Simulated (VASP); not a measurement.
# CoPdO2: relaxation of shape and atoms at fixed volume with PBE

CoPdO2:

```
Co Pd O
1.0
     1.45188    0.83824    6.00964
    -1.45188    0.83824    6.00964
     0.00000   -1.67648    6.00964
Co Pd O
1 1 2
Cartesian
  0.0000 0.0000 9.0145
  0.0000 0.0000 0.0000
  0.0000 0.0000 15.9901
  0.0000 0.0000 2.0388
```

```
Program                : VASP 6.6.1
Task                   : relaxation of shape and atoms at fixed volume
Functional             : PBE
Potentials or basis    : VASP PAW PBE potentials, release 64 (Co, Pd, O)
Cutoff                 : 600 eV
k mesh                 : 14 × 14 × 14
Occupations            : gaussian, width 0.05 eV
Spin                   : no spin polarisation
Dipole correction      : no
Further INCAR settings : ALGO = Normal; EDIFF = 1e-06; IBRION = 2; EDIFFG = -0.01; NSW = 60; ISIF = 4
```

```json
{"Energy gained by relaxing": "0.1 meV/atom", "Ionic steps": "6", "Pressure after relaxing": "-7.3 GPa", "Band gap on the k mesh": "zero (an odd number of electrons rules out a gap without spin polarisation)"}
```

The path:
| step | energy change (eV) | largest force (eV/Å) | pressure (GPa) | volume (Å³) |
| --- | --- | --- | --- | --- |
| 1 | 0.0000 | 0.0207 | -7.56 | 43.88 |
| 2 | -0.0006 | 0.0270 | -7.38 | 43.88 |
| 3 | -0.0006 | 0.0273 | -7.28 | 43.88 |
| 4 | -0.0006 | 0.0289 | -7.32 | 43.88 |
| 5 | -0.0006 | 0.0287 | -7.33 | 43.88 |
| 6 | -0.0006 | 0.0015 | -7.34 | 43.88 |

Final structure:
```xyz
4
Lattice="1.4541 0.8395 5.9909 -1.4541 0.8395 5.9909 0.0000 -1.6791 5.9909" Properties=species:S:1:pos:R:3 pbc="T T T"
Co    0.0000    0.0000    8.9864
Pd    0.0000    0.0000    0.0000
O     0.0000    0.0000   15.9378
O     0.0000    0.0000    2.0351
```

Levels at points of the mesh, in eV from the Fermi level:
| k point | band 13 | band 14 | band 15 | band 16 | band 17 | band 18 | band 19 |
| --- | --- | --- | --- | --- | --- | --- | --- |
| (0.00, 0.00, 0.00) | -1.66 | -1.42 | -1.42 | -0.92 | 1.91 | 1.91 | 2.60 |
| (0.50, 0.00, 0.00) | -1.05 | -0.81 | -0.46 | 0.62 | 1.09 | 1.52 | 3.44 |
| (0.50, 0.50, 0.00) | -1.04 | -0.88 | -0.46 | 0.00 | 1.79 | 1.80 | 3.46 |
| (0.50, 0.50, 0.50) | -1.53 | -0.82 | -0.82 | -0.52 | 1.65 | 1.65 | 3.82 |

It took 27 min on 1 thread of Intel(R) Xeon(R) 6975P-C (Granite Rapids), with other jobs on the host, peak memory 0.63 GiB.

Caveat: an odd number of electrons without spin polarisation forces a metal; a magnetic or distorted state may lie lower; the run has no spin polarisation, though such a crystal can be magnetic; semilocal functionals often make such compounds metallic where correlation or magnetic order opens a gap, which also shifts bond lengths. Spin polarisation is off, so any magnetic state and its effect on volume and gap are missing.
